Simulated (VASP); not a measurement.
# MgO (I4mm) in VASP: a series of runs, part 2 of 2

VASP 6.6.1. Earlier steps stand in the parts before.

### Step 4. Single point, PBE

This run uses another cell than the first one, of 9.63 Å³/atom, 1.025 times its volume.

Contents of INCAR:

```
PREC     = Accurate       # precision mode
ENCUT    = 600            # plane-wave cutoff, eV
EDIFF    = 1E-6           # SCF threshold, eV
ISMEAR   = 0              # smearing method
SIGMA    = 0.05           # smearing width, eV
LREAL    = F              # projectors in reciprocal space
LASPH    = T              # aspherical terms in the spheres
NELM     = 120            # most SCF steps
ALGO     = Normal         # electronic algorithm
ISIF     = 2              # what is computed and relaxed
LWAVE    = F              # write WAVECAR
LCHARG   = F              # write CHGCAR
GGA      = PE             # functional
NBANDS   = 11             # bands
GGA_COMPAT= F
```

Contents of KPOINTS:

```
regular mesh
0
Gamma
  10 10 10
```

Contents of POSCAR:

```
MgO
1.0
    0.0000000000      2.1272186771      2.1272186771
    2.1272186771      0.0000000000      2.1272186771
    2.1272186771      2.1272186771      0.0000000000
Mg O
1 1
Direct
    0.0133061842      0.0133061842     -0.0133061842
    0.4797858112      0.4797858112      0.5202141888
```

Started as:

```bash
> cat potpaw_PBE.64/Mg/POTCAR potpaw_PBE.64/O/POTCAR > POTCAR
> mpirun -np 1 vasp_std > vasp.out
```

Run time: 7.7 s. Hardware: 1 thread of Intel Xeon 6975P-C (Granite Rapids), shared host; peak memory 0.15 GiB.

The run converged. Its results:

| Quantity | Value |
| --- | --- |
| Free energy | -11.8625 eV |
| Pressure | 0.8 GPa |
| Largest force | 0.787 eV/Å |
| Band gap on the k mesh | 4.44 eV, direct |

Forces on the atoms (eV/Å):
```
Mg   0.000  0.000 -0.787
O    0.000  0.000  0.787
```

Stress tensor (GPa, compression positive):
```
-1.45  0.00  0.00
 0.00 -1.45  0.00
 0.00  0.00  5.25
```

Levels at points of the mesh, in eV from the valence-band top:
| k point | band 1 | band 2 | band 3 | band 4 | band 5 | band 6 | band 7 | band 8 |
| --- | --- | --- | --- | --- | --- | --- | --- | --- |
| (0.00, 0.00, 0.00) | -17.10 | -0.03 | 0.00 | 0.00 | 4.44 | 15.68 | 15.72 | 15.72 |
| (0.50, 0.00, 0.00) | -15.90 | -4.47 | -0.61 | -0.60 | 7.73 | 12.19 | 16.00 | 16.08 |
| (0.50, 0.50, 0.00) | -15.66 | -3.92 | -1.29 | -1.29 | 9.10 | 9.53 | 12.82 | 18.55 |
| (0.00, 0.50, 0.50) | -15.65 | -3.95 | -1.31 | -1.30 | 9.16 | 9.56 | 12.81 | 18.50 |

### Step 5. Single point, PBE

This run uses another cell than the first one, of 9.87 Å³/atom, 1.051 times its volume.

Contents of INCAR:

```
PREC = Accurate ; ENCUT = 600
EDIFF = 1E-6 ; ISMEAR = 0
SIGMA = 0.05 ; LREAL = False
LASPH = True ; NELM = 120
ALGO = Normal ; ISIF = 2
LWAVE = False ; LCHARG = False
GGA = PE ; NBANDS = 11
GGA_COMPAT = False
```

KPOINTS is that of step 4.

Contents of POSCAR:

```
MgO
1.0
    0.0000000000      2.1448745921      2.1448745921
    2.1448745921      0.0000000000      2.1448745921
    2.1448745921      2.1448745921      0.0000000000
Mg O
1 1
Direct
    0.0332654605      0.0332654605     -0.0332654605
    0.4494645280      0.4494645280      0.5505354720
```

Started as:

```bash
> cat potpaw_PBE.64/Mg/POTCAR potpaw_PBE.64/O/POTCAR > POTCAR
> mpirun -np 1 vasp_std > vasp.out
```

Wall time 9.3 s (1 thread of Intel Xeon 6975P-C (Granite Rapids), shared host); peak memory 0.15 GiB.

It converged, with:

* Free energy: -11.4866 eV
* Pressure: 8.2 GPa
* Largest force: 3.248 eV/Å
* Band gap on the k mesh: 4.20 eV, direct

Forces in eV/Å, atoms in the order of the input:
```
Mg   0.000  0.000 -3.248
O    0.000  0.000  3.248
```

Stress tensor (GPa, compression positive):
```
-6.34  0.00  0.00
 0.00 -6.34  0.00
 0.00  0.00 37.22
```

Levels at points of the mesh, in eV from the valence-band top:
| k point | band 1 | band 2 | band 3 | band 4 | band 5 | band 6 | band 7 | band 8 |
| --- | --- | --- | --- | --- | --- | --- | --- | --- |
| (0.00, 0.00, 0.00) | -16.94 | -0.13 | 0.00 | 0.00 | 4.20 | 15.81 | 16.05 | 16.05 |
| (0.50, 0.00, 0.00) | -15.83 | -4.27 | -0.55 | -0.50 | 7.67 | 11.63 | 15.76 | 16.10 |
| (0.50, 0.50, 0.00) | -15.60 | -3.63 | -1.19 | -1.19 | 8.81 | 9.18 | 12.63 | 18.34 |
| (0.00, 0.50, 0.50) | -15.58 | -3.76 | -1.30 | -1.21 | 8.98 | 9.47 | 12.66 | 18.06 |

Caveat: forces of over 1 eV/Å act on the atoms, so gaps and moduli don't describe the material at rest.

### Step 6. Single point, PBE

This run uses another cell than the first one, of 9.87 Å³/atom, 1.051 times its volume.

Contents of INCAR:

```
  ALGO = Normal
  EDIFF = 1E-6
  ENCUT = 600
  GGA = PE
  GGA_COMPAT = F
  ISIF = 2
  ISMEAR = 0
  LASPH = T
  LCHARG = T
  LELF = T
  LREAL = F
  LVHAR = T
  LWAVE = F
  NBANDS = 11
  NELM = 120
  PREC = Accurate
  SIGMA = 0.05
```

Contents of KPOINTS:

```
k-points
0
Gamma
  10 10 10
```

Contents of POSCAR:

```
MgO
1.0
    0.0000000000      2.1448745921      2.1448745921
    2.1448745921      0.0000000000      2.1448745921
    2.1448745921      2.1448745921      0.0000000000
Mg O
1 1
Direct
    0.0199592763      0.0199592763     -0.0199592763
    0.4696787168      0.4696787168      0.5303212832
```

Potentials or basis: VASP PAW PBE potentials, release 64 (Mg, O).

Started as:

```bash
> cat potpaw_PBE.64/Mg/POTCAR potpaw_PBE.64/O/POTCAR > POTCAR
> mpirun -np 1 vasp_std > vasp.out
```

It took 8 s on 1 thread of Intel Xeon 6975P-C (Granite Rapids), shared host; peak memory 0.16 GiB.

It converged, with:

- Free energy: -11.7916 eV
- Pressure: -0.5 GPa
- Largest force: 1.251 eV/Å
- Band gap on the k mesh: 4.21 eV, direct

Forces on the atoms (eV/Å):
```
Mg   0.000  0.000 -1.251
O    0.000  0.000  1.251
```

Stress tensor (GPa, compression positive):
```
-5.25  0.00  0.00
 0.00 -5.25  0.00
 0.00  0.00  8.96
```

Levels at points of the mesh, in eV from the valence-band top:
```csv
k point,band 1,band 2,band 3,band 4,band 5,band 6,band 7,band 8
"(0.00, 0.00, 0.00)",-16.98,-0.06,0.00,0.00,4.21,15.60,15.69,15.69
"(0.50, 0.00, 0.00)",-15.84,-4.35,-0.59,-0.56,7.59,11.83,15.75,15.91
"(0.50, 0.50, 0.00)",-15.61,-3.79,-1.24,-1.24,9.09,9.14,12.59,18.22
"(0.00, 0.50, 0.50)",-15.60,-3.83,-1.28,-1.26,9.21,9.21,12.57,18.11
```

Caveat: forces of over 1 eV/Å act on the atoms, so gaps and moduli don't describe the material at rest.

### Step 7. Summary

| cell | gap on the mesh (eV) | pressure (GPa) | largest force (eV/Å) |
| --- | --- | --- | --- |
| a = 2.983 Å, angles 60.0°, 2 atoms | 4.66 | 11.6 | 2.48 |
| a = 3.008 Å, angles 60.0°, 2 atoms | 4.44 | 0.8 | 0.79 |
| a = 3.033 Å, angles 60.0°, 2 atoms | 4.21 | -0.5 | 1.25 |

Some of these runs hold the atoms at other places in the same cell, which the table doesn't show; runs alike in all that it shows share one row.

Alike in all rows: task single point; level PBE; potentials or basis VASP PAW PBE potentials, release 64 (Mg, O); no spin polarisation; k mesh 10 × 10 × 10; cutoff (eV) 600; smearing gaussian 0.05 eV.

Caveats: forces of over 1 eV/Å act on the atoms, so gaps and moduli don't describe the material at rest (some runs).

Total energies depend on the potentials used, so only differences within one code and one set of settings carry meaning.
